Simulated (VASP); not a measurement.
# SiC30 (a cell with a defect) in VASP: further runs

Runs on SiC30 (a cell with a defect). Level: PBE+D3(BJ). Tasks: single point.

Program: VASP 6.6.1. These are calculated values, not measurements. Logs are shortened: lines on timing, memory, paths and dates and some standing lists are left out, and cuts for length are marked.

### 1 The cell of the first run

The cell holds a defect, 31 atoms: a = 6.522 Å, b = 6.522 Å, c = 6.799 Å, α = 90.00°, β = 90.00°, γ = 98.24°.

### 2 Single point, PBE+D3(BJ)

INCAR

```
  ALGO = Normal
  EDIFF = 1E-6
  ENCUT = 520
  GGA = PE
  ISIF = 2
  ISMEAR = 0
  IVDW = 12
  LASPH = T
  LCHARG = F
  LREAL = Auto
  LWAVE = F
  NBANDS = 83
  NELM = 60
  PREC = Accurate
  SIGMA = 0.1
```

KPOINTS

```
Automatic mesh
0
Gamma
  4 4 4
  0.5 0.5 0.5
```

POSCAR

```
SiC30
1.0
    4.9310759918      4.2682922365      0.0000000000
   -4.9310759918      4.2682922365      0.0000000000
    0.0000000000      0.0000000000      6.7989838489
Si C
1 30
Direct
    0.5559183618      0.8059183618      0.7500000000
    1.0034325138      1.0087278828      0.7500000000
    0.5290797665      0.5148237224      0.7500000000
    0.8993428157      0.6334745299      0.7500000000
    0.2648237224      0.7790797665      0.7500000000
    0.3834745299      0.1493428157      0.7500000000
    0.7587278828      0.2534325138      0.7500000000
    0.1398254234      0.3898254234      0.7500000000
    0.2866023905      0.5366023905      0.2500000000
    0.6618102139      0.6613357218      0.2500000000
    0.1617554034      0.1617334224      0.2500000000
    0.5367742578      0.2866002361      0.2500000000
    0.9117334224      0.4117554034      0.2500000000
    0.0366002361      0.7867742578      0.2500000000
    0.4113357218      0.9118102139      0.2500000000
    0.7871184419      0.0371184419      0.2500000000
    0.1197990226      0.3697990226      0.2500000000
    0.4947730578      0.4944861067      0.2500000000
   -0.0051428807     -0.0050621621      0.2500000000
    0.3697474820      0.1198539867      0.2500000000
    0.7449378379      0.2448571193      0.2500000000
    0.8698539867      0.6197474820      0.2500000000
    0.2444861067      0.7447730578      0.2500000000
    0.6198933901      0.8698933901      0.2500000000
    0.8460073033      0.8318217208      0.7500000000
    0.3519696897      0.3572467350      0.7500000000
    0.7272849339      0.4615377459      0.7500000000
    0.1072467350      0.6019696897      0.7500000000
    0.2115377459      0.9772849339      0.7500000000
    0.5818217208      0.0960073033      0.7500000000
    0.9707736745      0.2207736745      0.7500000000
```

Potentials or basis: VASP PAW PBE potentials, release 64 (Si, C).

Launch:

```bash
$ cat potpaw_PBE.64/Si/POTCAR potpaw_PBE.64/C/POTCAR > POTCAR
$ mpirun -np 1 vasp_std > vasp.out
```

OUTCAR:

```text
EDIFF = 1E-6
   ENCUT = 520
   GGA = PE
   ISIF = 2
   ISMEAR = 0
   IVDW = 12
   LASPH = T
   LREAL = Auto
   NELM = 60
   PREC = Accurate
 IVDW          = 12

 ion  position               nearest neighbor table
   1  0.556  0.806  0.750-  25 1.88  30 1.88   3 1.88   5 1.88
   2  0.003  0.009  0.750-  29 1.40  31 1.43  25 1.43
   3  0.529  0.515  0.750-  27 1.39  26 1.43   1 1.88
   4  0.899  0.633  0.750-  25 1.39  28 1.40  27 1.47
   5  0.265  0.779  0.750-  29 1.39  28 1.43   1 1.88
   6  0.383  0.149  0.750-  30 1.39  26 1.40  29 1.47
   7  0.759  0.253  0.750-  27 1.40  31 1.43  30 1.43
[... 22 lines left out ...]
  30  0.582  0.096  0.750-   6 1.39   7 1.43   1 1.88
  31  0.971  0.221  0.750-   2 1.43   7 1.43   8 1.44

  LATTYP: Found a base centered orthorhombic cell.
 ALAT       =     8.5365844730
 B/A-ratio  =     1.1552807818
 C/A-ratio  =     0.7964524770

  Lattice vectors:

 A1 = (   4.9310759918,   4.2682922365,   0.0000000000)
 A2 = (  -4.9310759918,   4.2682922365,   0.0000000000)
 A3 = (   0.0000000000,   0.0000000000,   6.7989838489)

Analysis of symmetry for initial positions (statically):
=====================================================================
 Subroutine PRICEL returns:
 Original cell was already a primitive cell.

 Routine SETGRP: Setting up the symmetry group for a
 base centered orthorhombic supercell.

 Subroutine GETGRP returns: Found  4 space group operations
 (whereof  1 operations were pure point group operations)
 out of a pool of  8 trial point group operations.

The static configuration has the point symmetry C_1 .
 The point group associated with its full space group is C_2v.

Analysis of symmetry for dynamics (positions and initial velocities):
=====================================================================
 Subroutine PRICEL returns:
 Original cell was already a primitive cell.

 Routine SETGRP: Setting up the symmetry group for a
 base centered orthorhombic supercell.

 Subroutine GETGRP returns: Found  4 space group operations
 (whereof  1 operations were pure point group operations)
 out of a pool of  8 trial point group operations.

The dynamic configuration has the point symmetry C_1 .
 The point group associated with its full space group is C_2v.

 Subroutine INISYM returns: Found  4 space group operations
 (whereof  1 operations are pure point group operations),
 and found     1 'primitive' translations

----------------------------------------------------------------------------------------

                                     Primitive cell

  volume of cell :     286.2001

  direct lattice vectors                    reciprocal lattice vectors
     4.931075992  4.268292236  0.000000000     0.101397748  0.117142869  0.000000000
    -4.931075992  4.268292236  0.000000000    -0.101397748  0.117142869  0.000000000
     0.000000000  0.000000000  6.798983849     0.000000000  0.000000000  0.147080802

  length of vectors
     6.521796459  6.521796459  6.798983849     0.154932098  0.154932098  0.147080802

  position of ions in fractional coordinates (direct lattice)
     0.555918362  0.805918362  0.750000000
     0.003432514  0.008727883  0.750000000
     0.529079766  0.514823722  0.750000000
     0.899342816  0.633474530  0.750000000
     0.264823722  0.779079766  0.750000000
     0.383474530  0.149342816  0.750000000
[... 23 lines left out ...]
     0.581821721  0.096007303  0.750000000
     0.970773675  0.220773675  0.750000000

  ion indices of the primitive-cell ions
   primitive index   ion index
                 1           1
                 2           2
                 3           3
                 4           4
                 5           5
                 6           6
[... 23 lines left out ...]
                30          30
                31          31

----------------------------------------------------------------------------------------

 KPOINTS: Automatic mesh

Automatic generation of k-mesh.
 Grid dimensions read from file:
 generate k-points for:    4    4    4

 Generating k-lattice:

[... 43 lines left out ...]
 Gauss-broadening in eV      SIGMA  =   0.10
  energy-cutoff  :      520.00
  volume of cell :      286.20
 maximum number of plane-waves:      7728
 NGX is ok and might be reduce to    50
   NGX = 25   NGY = 25   NGZ = 25

 number of electron     124.0000002 magnetization

 Free energy of the ion-electron system (eV)
  ---------------------------------------------------
  ext. energy  EPLUGINS =         0.00000000
  ---------------------------------------------------
  free energy    TOTEN  =      -276.97029329 eV

  energy without entropy =     -276.95691455  energy(sigma->0) =     -276.96360392

 E-fermi :   4.3457     XC(G=0): -10.2117

 val. band max:        4.2444753929   @ k =  -0.1250   0.1250   0.3750
 cond. band min:       4.3459268019   @ k =   0.1250   0.1250   0.1250
 fundamental gap:      0.1014514089
 Fermi energy:         4.3456969816

 k-point     1 :       0.1250    0.1250    0.1250
  band No.  band energies     occupation
      1     -14.9377      2.00000
      2     -14.1176      2.00000
      3     -13.1108      2.00000
      4     -13.1071      2.00000
      5     -12.6022      2.00000
      6     -11.7316      2.00000
[... 66 lines left out ...]
     73       9.2880      0.00000
     74       9.8776      0.00000

 k-point     2 :       0.3750    0.1250    0.1250
  band No.  band energies     occupation
      1     -14.5918      2.00000
      2     -14.0473      2.00000
      3     -13.8396      2.00000
      4     -13.1942      2.00000
      5     -12.9355      2.00000
      6     -11.9227      2.00000
[... 66 lines left out ...]
     73       9.3813      0.00000
     74       9.8539      0.00000

 k-point     3 :      -0.3750    0.1250    0.1250
  band No.  band energies     occupation
      1     -14.6614      2.00000
      2     -13.9543      2.00000
      3     -13.8751      2.00000
      4     -13.0380      2.00000
      5     -12.4811      2.00000
      6     -12.4731      2.00000
[... 682 lines left out ...]
     73       9.9782      0.00000
     74      10.8383      0.00000

 k-point    12 :      -0.3750    0.3750    0.3750
  band No.  band energies     occupation
      1     -14.3958      2.00000
      2     -13.7215      2.00000
      3     -13.4887      2.00000
      4     -13.4712      2.00000
      5     -13.3017      2.00000
      6     -12.9573      2.00000
[... 66 lines left out ...]
     73      11.2505      0.00000
     74      11.3417      0.00000
 [bands above 74 left out]

------------------------ aborting loop because EDIFF is reached ----------------------------------------

 Edisp (eV)   -4.92181

 E8    (eV) :    -1.4335

  FORCE on cell =-STRESS in cart. coord.  units (eV):
  Direction    XX          YY          ZZ          XY          YZ          ZX
  --------------------------------------------------------------------------------------
  -------------------------------------------------------------------------------------
  Total      29.17410   -13.01342    -1.18878     0.00000     0.00000     0.00000
  in kB     163.31956   -72.85045    -6.65493     0.00000     0.00000     0.00000
  external pressure =       27.94 kB  Pullay stress =        0.00 kB

 VOLUME and BASIS-vectors are now :
 -----------------------------------------------------------------------------
  energy-cutoff  :      520.00
  volume of cell :      286.20
      direct lattice vectors                 reciprocal lattice vectors
     4.931075992  4.268292236  0.000000000     0.101397748  0.117142869  0.000000000
    -4.931075992  4.268292236  0.000000000    -0.101397748  0.117142869  0.000000000
     0.000000000  0.000000000  6.798983849     0.000000000  0.000000000  0.147080802

 POSITION                                       TOTAL-FORCE (eV/Angst)
 -----------------------------------------------------------------------------------
     -1.23277      5.81272      5.09924        -0.000000      0.001355      0.000000
     -0.02611      0.05190      5.09924        -0.012569     -0.002197      0.000000
      0.07030      4.45569      5.09924        -0.053925      0.009771      0.000000
      1.31102      6.54251      5.09924         0.010645     -0.013240      0.000000
     -2.53584      4.45569      5.09924         0.053925      0.009771      0.000000
      1.15452      2.27422      5.09924        -0.010645     -0.013240      0.000000
[... 23 lines left out ...]
      2.39559      2.89317      5.09924         0.051970     -0.006893      0.000000
      3.69831      5.08587      5.09924        -0.000000      0.000870      0.000000
 -----------------------------------------------------------------------------------
    total drift:                                0.000000     -0.048194      0.000000

  FREE ENERGIE OF THE ION-ELECTRON SYSTEM (eV)
  ---------------------------------------------------
  free  energy   TOTEN  =      -281.8920986626 eV

  energy  without entropy=     -281.8787199286  energy(sigma->0) =     -281.88540930
```

Wall time 4.9 min (1 thread of Intel Xeon 6975P-C (Granite Rapids), shared host); peak memory 0.44 GiB.

Results:

```yaml
Free_energy: -281.8921 eV
Pressure: 2.8 GPa
Largest_force: 0.055 eV/Å
Band_gap_on_the_k_mesh: zero (filled and empty bands touch)
Dispersion_energy_per_atom: -0.159 eV
```

Forces on the atoms (eV/Å):
```
Si   0.000  0.001  0.000
C   -0.013 -0.002  0.000
C   -0.054  0.010  0.000
C    0.011 -0.013  0.000
C    0.054  0.010  0.000
C   -0.011 -0.013  0.000
C    0.013 -0.002  0.000
C    0.000  0.006  0.000
C    0.000  0.008  0.000
C   -0.007 -0.009  0.000
C    0.003 -0.005  0.000
C    0.001  0.000  0.000
C   -0.003 -0.005  0.000
C   -0.001  0.000  0.000
C    0.007 -0.009  0.000
C    0.000 -0.010  0.000
C    0.000  0.003  0.000
C   -0.006  0.002  0.000
C    0.003 -0.001  0.000
C   -0.001  0.000  0.000
C   -0.003 -0.001  0.000
C    0.001  0.000  0.000
C    0.006  0.002  0.000
C    0.000 -0.007  0.000
C   -0.052 -0.007  0.000
C   -0.012  0.010  0.000
C    0.011  0.014  0.000
C    0.012  0.010  0.000
C   -0.011  0.014  0.000
C    0.052 -0.007  0.000
C    0.000  0.001  0.000
```

Stress tensor (GPa, compression positive):
```
16.33  0.00  0.00
 0.00 -7.29  0.00
 0.00  0.00 -0.67
```

Levels at points of the mesh, in eV from the Fermi level:
```tsv
k point	band 59	band 60	band 61	band 62	band 63	band 64	band 65	band 66
(0.12, 0.12, 0.12)	-2.18	-1.53	-1.40	0.00	0.12	2.47	2.69	2.75
```

### 3 Single point, PBE+D3(BJ)

INCAR

```
SYSTEM = SiC30
PREC = Accurate
ENCUT = 520
EDIFF = 1E-7
ISMEAR = 0
SIGMA = 0.1
LREAL = Auto
LASPH = .TRUE.
NELM = 80
ALGO = Normal
ISIF = 2
LWAVE = .FALSE.
LCHARG = .FALSE.
GGA = PE
IVDW = 12
NBANDS = 83
```

KPOINTS is that of step 2.

POSCAR

```
SiC30
1.0
    4.9310759918      4.2682922365      0.0000000000
   -4.9310759918      4.2682922365      0.0000000000
    0.0000000000      0.0000000000      6.7989838489
Si C
1 30
Direct
    0.4440877291      0.6940877291      0.7500000000
    0.8927586197      0.8980357970      0.7500000000
    0.4181839144      0.4039984944      0.7500000000
    0.7884679208      0.5227208651      0.7500000000
    0.1539984944      0.6681839144      0.7500000000
    0.2727208651      0.0384679208      0.7500000000
    0.6480357970      0.1427586197      0.7500000000
    0.0292315940      0.2792315940      0.7500000000
    0.3801011603      0.6301011603      0.2500000000
    0.7555085644      0.7552215607      0.2500000000
    0.2550567800      0.2551374579      0.2500000000
    0.6302472163      0.3801406533      0.2500000000
    1.0051374579      0.5050567800      0.2500000000
    0.1301406533      0.8802472163      0.2500000000
    0.5052215607      1.0055085644      0.2500000000
    0.8801957140      0.1301957140      0.2500000000
    0.2128761287      0.4628761287      0.2500000000
    0.5886589684      0.5881844381      0.2500000000
    0.0882613309      0.0882392636      0.2500000000
    0.4632203568      0.2133944736      0.2500000000
    0.8382392636      0.3382613309      0.2500000000
    0.9633944736      0.7132203568      0.2500000000
    0.3381844381      0.8386589684      0.2500000000
    0.7133923286      0.9633923286      0.2500000000
    0.7351819456      0.7209260252      0.7500000000
    0.2412780004      0.2465732827      0.7500000000
    0.6165313801      0.3506627549      0.7500000000
   -0.0034267173      0.4912780004      0.7500000000
    0.1006627549      0.8665313801      0.7500000000
    0.4709260252     -0.0148180544      0.7500000000
    0.8601803709      0.1101803709      0.7500000000
```

Potentials or basis: VASP PAW PBE potentials, release 64 (Si, C).

Launch:

```bash
$ cat potpaw_PBE.64/Si/POTCAR potpaw_PBE.64/C/POTCAR > POTCAR
$ mpirun -np 1 vasp_std > vasp.out
```

It took 6 min on 1 thread of Intel Xeon 6975P-C (Granite Rapids), shared host; peak memory 0.44 GiB.

It converged, with:

```
Free energy                : -281.8921 eV
Pressure                   : 2.8 GPa
Largest force              : 0.055 eV/Å
Band gap on the k mesh     : zero (filled and empty bands touch)
Dispersion energy per atom : -0.159 eV
```

Forces in eV/Å, atoms in the order of the input:
```
Si   0.000 -0.001  0.000
C   -0.012 -0.010  0.000
C   -0.052  0.007  0.000
C    0.011 -0.014  0.000
C    0.052  0.007  0.000
C   -0.011 -0.014  0.000
C    0.012 -0.010  0.000
C    0.000 -0.001  0.000
C    0.000  0.007  0.000
C   -0.006 -0.002  0.000
C    0.003  0.001  0.000
C    0.002  0.001  0.000
C   -0.003  0.001  0.000
C   -0.002  0.001  0.000
C    0.006 -0.002  0.000
C    0.000 -0.003  0.000
C    0.000  0.010  0.000
C   -0.007  0.009  0.000
C    0.003  0.005  0.000
C   -0.001  0.000  0.000
C   -0.003  0.005  0.000
C    0.001  0.000  0.000
C    0.007  0.009  0.000
C    0.000 -0.008  0.000
C   -0.054 -0.010  0.000
C   -0.013  0.002  0.000
C    0.011  0.013  0.000
C    0.013  0.002  0.000
C   -0.011  0.013  0.000
C    0.054 -0.010  0.000
C    0.000 -0.007  0.000
```

Stress tensor (GPa, compression positive):
```
16.33  0.00  0.00
 0.00 -7.29  0.00
 0.00  0.00 -0.67
```

Levels at points of the mesh, in eV from the Fermi level:
| k point | band 60 | band 61 | band 62 | band 63 | band 64 | band 65 |
| --- | --- | --- | --- | --- | --- | --- |
| (0.12, 0.12, 0.12) | -1.53 | -1.40 | 0.00 | 0.12 | 2.47 | 2.69 |

### 4 Single point, PBE+D3(BJ)

INCAR

```
PREC = Accurate
ENCUT = 520
EDIFF = 1E-6
ISMEAR = 0
SIGMA = 0.1
LREAL = Auto
LASPH = T
NELM = 100
ALGO = Normal
ISIF = 2
LWAVE = F
LCHARG = F
GGA = PE
IVDW = 12
NBANDS = 83
```

KPOINTS is that of step 3.

POSCAR

```
SiC30
1.0
    4.9310759918      4.2682922365      0.0000000000
   -4.9310759918      4.2682922365      0.0000000000
    0.0000000000      0.0000000000      6.7989838489
Si C
1 30
Direct
    0.5559183482      0.8059183486      0.7500000167
    1.0034325472      1.0087279432      0.7500000167
    0.5290797849      0.5148236671      0.7500000167
    0.8993427999      0.6334744576      0.7500000167
    0.2648236667      0.7790797853      0.7500000167
    0.3834744857      0.1493428272      0.7500000167
    0.7587278542      0.2534324574      0.7500000167
    0.1398254703      0.3898254708      0.7500000167
    0.2866024400      0.5366024404      0.2500000056
    0.6618102942      0.6613357528      0.2500000056
    0.1617553822      0.1617334802      0.2500000056
    0.5367742511      0.2866002522      0.2500000056
    0.9117334530      0.4117553540      0.2500000056
    0.0366002517      0.7867742515      0.2500000056
    0.4113357523      0.9118102946      0.2500000056
    0.7871184552      0.0371184539      0.2500000056
    0.1197990768      0.3697990772      0.2500000056
    0.4947730353      0.4944860796      0.2500000056
   -0.0051428654     -0.0050621528      0.2500000056
    0.3697474834      0.1198539506      0.2500000056
    0.7449378199      0.2448571065      0.2500000056
    0.8698539234      0.6197474553      0.2500000056
    0.2444860792      0.7447730357      0.2500000056
    0.6198933491      0.8698933495      0.2500000056
    0.8460073316      0.8318217867      0.7500000167
    0.3519696449      0.3572467893      0.7500000167
    0.7272850218      0.4615377483      0.7500000167
    0.1072467889      0.6019696453      0.7500000167
    0.2115377479      0.9772850222      0.7500000167
    0.5818216977      0.0960072418      0.7500000167
    0.9707736401      0.2207736388      0.7500000167
```

Launch:

```bash
$ cat potpaw_PBE.64/Si/POTCAR potpaw_PBE.64/C/POTCAR > POTCAR
$ mpirun -np 1 vasp_std > vasp.out
```

Wall time 4.4 min (1 thread of Intel Xeon 6975P-C (Granite Rapids), shared host); peak memory 0.45 GiB.

It converged, with:

- Free energy: -281.8921 eV
- Pressure: 2.8 GPa
- Largest force: 0.055 eV/Å
- Band gap on the k mesh: zero (filled and empty bands touch)
- Dispersion energy per atom: -0.159 eV

Forces in eV/Å, atoms in the order of the input:
```
Si   0.000  0.001  0.000
C   -0.013 -0.002  0.000
C   -0.054  0.010  0.000
C    0.011 -0.013  0.000
C    0.054  0.010  0.000
C   -0.011 -0.013  0.000
C    0.013 -0.002  0.000
C    0.000  0.006  0.000
C    0.000  0.008  0.000
C   -0.007 -0.009  0.000
C    0.003 -0.005  0.000
C    0.001  0.000  0.000
C   -0.003 -0.005  0.000
C   -0.001  0.000  0.000
C    0.007 -0.009  0.000
C    0.000 -0.010  0.000
C    0.000  0.003  0.000
C   -0.006  0.002  0.000
C    0.003 -0.001  0.000
C   -0.001  0.000  0.000
C   -0.003 -0.001  0.000
C    0.001  0.000  0.000
C    0.006  0.002  0.000
C    0.000 -0.007  0.000
C   -0.052 -0.007  0.000
C   -0.012  0.010  0.000
C    0.011  0.014  0.000
C    0.012  0.010  0.000
C   -0.011  0.014  0.000
C    0.052 -0.007  0.000
C    0.000  0.001  0.000
```

Stress tensor (GPa, compression positive):
```
16.33  0.00  0.00
 0.00 -7.29  0.00
 0.00  0.00 -0.67
```

Levels at points of the mesh, in eV from the Fermi level:
```
           k point  band 59  band 60  band 61  band 62  band 63  band 64  band 65  band 66
(0.12, 0.12, 0.12)    -2.18    -1.53    -1.40     0.00     0.12     2.47     2.69     2.75
```
